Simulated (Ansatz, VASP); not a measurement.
# Sc4SiN in VASP and in Ansatz

```
Sc Si N
1.0
     0.00000    4.41375    4.41375
     4.41375    0.00000    4.41375
     4.41375    4.41375    0.00000
Sc Si N
4 1 1
Direct
  0.86979 0.86979 0.39062
  0.86979 0.39062 0.86979
  0.39062 0.86979 0.86979
  0.86979 0.86979 0.86979
  0.50000 0.50000 0.50000
  0.00000 0.00000 0.00000
```

Change from the starting cell: species swapped into the KClO4 type (F-43m, No. 216).

Alike in both runs: functional PBE; k mesh 8 × 8 × 8; occupations gaussian, width 0.1 eV; no spin polarisation.

Ansatz relaxed the structure, and its values are those at the end. VASP's run is a single point on that final structure, the one shown.

|  | VASP | Ansatz |
| --- | --- | --- |
| version | VASP 6.6.1 | Ansatz 0.2.0 |
| potentials or method | VASP PAW PBE potentials, release 64 (Sc_sv, Si, N), cutoff 600 eV | scalar-relativistic, plane waves, PAW |
| valence electrons in the cell | 53 | 53 |

|  | VASP | Ansatz | Ansatz less VASP |
| --- | --- | --- | --- |
| gap on the k mesh at the Fermi level (eV) | none | none | - |
| pressure (GPa) | 0.2 | 0.0 | -0.19 |
| rms of the force components (eV/Å) | 0.036 | 0.001 | -0.0343 |

A gap of «none» marks a metal or a gap that the smearing closes. With one functional, cell and mesh, what is left measures potentials, basis and numerics.
